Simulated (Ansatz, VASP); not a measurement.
**Two plane-wave programs on SiNi**

The input INCAR:

```
ALGO = Normal
EDIFF = 1E-6
ENCUT = 520
GGA = RP
ISIF = 2
ISMEAR = -1
ISPIN = 2
LASPH = T
LCHARG = F
LMAXMIX = 4
LORBIT = 11
LREAL = F
LWAVE = F
MAGMOM = 1 1 0 0
NBANDS = 26
NELM = 150
PREC = Accurate
SIGMA = 0.05
```

KPOINTS

```
k-points
0
Gamma
  9 8 6
```

The input POSCAR:

```
SiNi
1.0
    2.8826972597      0.0000000000      0.0000000000
    0.0000000000      3.2133613310      0.0000000000
    0.0000000000      0.0000000000      4.5819618704
Ni Si
2 2
Direct
    0.5000000000      0.5000000000      0.3424955900
    0.0000000000      0.0000000000      0.6575044100
    0.5000000000      0.5000000000      0.8431431600
    0.0000000000      0.0000000000      0.1568568400
```

File input.yaml:

```yaml
crystal:
  lattice:
    - [2.8826972597, 0.0, 0.0]
    - [0.0, 3.213361331, 0.0]
    - [0.0, 0.0, 4.5819618704]
  atoms:
    - { symbol: Ni, position: [0.5, 0.5, 0.34249559], spin: 1.0 }
    - { symbol: Ni, position: [0.0, 0.0, 0.65750441], spin: 1.0 }
    - { symbol: Si, position: [0.5, 0.5, 0.84314316] }
    - { symbol: Si, position: [0.0, 0.0, 0.15685684] }
hamiltonian:
  xc: rpbe
  pseudopotentials: { kind: paw }
magnetization:
  spin_polarized: true
kpoints:
  mp_grid: { grid: [9, 8, 6] }
scf:
  occupations: { method: fermi_dirac, width: 0.05 }
output:
  forces: true
  stress: true
  eigenvalues: true
  write_density: true
  write_potential: true
  elf: true
  volumetric_format: npy
```

Alike in both runs: task single point; functional RPBE; k mesh 9 × 8 × 6; occupations fermi-dirac, width 0.05 eV; collinear spin.

|  | VASP | Ansatz |
| --- | --- | --- |
| version | VASP 6.6.1 | Ansatz 0.2.0 |
| potentials or method | VASP PAW PBE potentials, release 64 (Ni, Si) | Ansatz PAW |
| plane-wave cutoff (eV) | 520 | 420 |
| valence electrons in the cell | 28 | 44 |

VASP gave:

- gap on the k mesh at the Fermi level (eV): none
- pressure (GPa): 25.8
- traceless stress, the component that is largest in VASP (GPa): 3.33
- rms of the force components (eV/Å): 0.153
- net moment per atom (μB): 0.00

Question: What did Ansatz give for the same quantities?

Answer: gap on the k mesh at the Fermi level (eV): none; pressure (GPa): 26.2; traceless stress, the component that is largest in VASP (GPa): 3.22; rms of the force components (eV/Å): 0.150; net moment per atom (μB): 0.00.

VASP's potentials were made for PBE, not for RPBE. Atom by atom the forces differ by 0.003 eV/Å (rms over components). A gap of «none» marks a metal or a gap that the smearing closes. With one functional, cell and mesh, what is left measures potentials, basis and numerics. VASP's potentials hold 28 valence electrons a cell and Ansatz's 44, so a difference there can come from the potentials and not from the codes.
